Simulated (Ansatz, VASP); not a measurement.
NaCl in VASP and in Ansatz

```
Na Cl
1.0
     0.00000    2.80095    2.80095
     2.80095    0.00000    2.80095
     2.80095    2.80095    0.00000
Na Cl
1 1
Direct
  0.00000 0.00000 0.00000
  0.50000 0.50000 0.50000
```

Alike in both runs: functional PBEsol; k mesh 8 × 8 × 8; occupations gaussian, width 0.02 eV; no spin polarisation.

Ansatz relaxed the structure, and its values are those at the end. VASP's run is a single point on that final structure, the one shown.

|  | VASP | Ansatz |
| --- | --- | --- |
| version | VASP 6.6.1 | Ansatz 0.2.0 |
| potentials or method | VASP PAW PBE potentials, release 64 (Na_pv, Cl), cutoff 520 eV | scalar-relativistic, plane waves, PAW |
| valence electrons in the cell | 14 | 16 |

```csv
,VASP,Ansatz,Ansatz less VASP
gap on the k mesh at the Fermi level (eV),5.01,5.01,+0.004
least direct gap on the mesh (eV),5.01,5.01,+0.004
pressure (GPa),0.0,0.0,-0.02
```

VASP's potentials were made for PBE, not for PBEsol. VASP's potentials hold 14 valence electrons a cell and Ansatz's 16, so a difference there can come from the potentials and not from the codes.
